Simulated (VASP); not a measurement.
## CuO: single point with PBE

Crystal: CuO.

```
Cu O
1.0
     4.67910   -3.48050    0.00000
     2.33955    1.74025    0.00000
    -0.76520    0.00000    5.06078
Cu O
4 4
Direct
  0.00000 0.50000 0.00000
  0.50000 0.50000 0.00000
  0.25000 0.00000 0.50000
  0.75000 0.00000 0.50000
  0.27385 0.45230 0.25000
  0.77385 0.45230 0.25000
  0.22615 0.54770 0.75000
  0.72615 0.54770 0.75000
```

```yaml
Program: VASP 6.6.1
Task: single point
Functional: PBE
Potentials_or_basis: VASP PAW PBE potentials, release 64 (Cu, O)
Cutoff: 520 eV
k_mesh: 4 × 7 × 4
Occupations: fermi-dirac, width 0.05 eV
Spin: collinear spin
Starting_moments: "[1.4, 1.4, -1.4, -1.4, 0.0, 0.0, 0.0, 0.0] μB"
```

```json
{"Pressure": "7.6 GPa", "Largest force": "0.222 eV/Å", "Band gap on the k mesh": "zero (filled and empty bands overlap)", "Net moment": "0.00 μB per cell", "Valence electrons inside the program's atomic spheres": "Cu 9.93; O 4.97"}
```

Forces in eV/Å, atoms in the order of the input:
```
Cu   0.000  0.000  0.000
Cu   0.000  0.000  0.000
Cu   0.000  0.000  0.000
Cu   0.000  0.000  0.000
O    0.002 -0.222 -0.003
O    0.002 -0.222 -0.003
O   -0.002  0.222  0.003
O   -0.002  0.222  0.003
```

Stress tensor (GPa, compression positive):
```
5.23 0.02 2.55
0.02 8.59 0.01
2.55 0.01 8.88
```

Levels at points of the mesh, in eV from the Fermi level:
Spin up:
```
           k point  band 30  band 31  band 32  band 33  band 34  band 35  band 36  band 37  band 38  band 39
(0.00, 0.00, 0.00)    -1.71    -1.59    -1.52     0.12     0.23     0.32     0.94     1.73     4.37     6.13
(0.50, 0.00, 0.00)    -1.90    -1.70    -1.70    -0.03    -0.03     0.61     0.61     3.50     3.50     6.42
(0.00, 0.00, 0.50)    -1.73    -1.60    -1.60    -0.12     0.20     0.20     0.68     3.86     3.86     4.96
(0.50, 0.00, 0.50)    -1.71    -1.59    -1.59    -0.92    -0.92     0.45     0.45     4.72     4.72     5.29
```
Spin down:
| k point | band 31 | band 32 | band 33 | band 34 | band 35 | band 36 | band 37 | band 38 |
| --- | --- | --- | --- | --- | --- | --- | --- | --- |
| (0.00, 0.00, 0.00) | -1.59 | -1.52 | 0.12 | 0.23 | 0.32 | 0.94 | 1.73 | 4.37 |
| (0.50, 0.00, 0.00) | -1.70 | -1.70 | -0.03 | -0.03 | 0.61 | 0.61 | 3.50 | 3.50 |
| (0.00, 0.00, 0.50) | -1.60 | -1.60 | -0.12 | 0.20 | 0.20 | 0.68 | 3.86 | 3.86 |
| (0.50, 0.00, 0.50) | -1.59 | -1.59 | -0.92 | -0.92 | 0.45 | 0.45 | 4.72 | 4.72 |

Wall time 8.8 min on 1 thread of Intel(R) Xeon(R) Platinum 8124M CPU @ 3.00GHz (Skylake/Cascade Lake), on a shared host, peak memory 0.45 GiB.

Caveat: the cell stands under pressure; semilocal functionals often make such compounds metallic where correlation or magnetic order opens a gap, which also shifts bond lengths. With open d or f shells a metallic result of PBE can be an artefact of self-interaction; +U or a hybrid may open a gap.
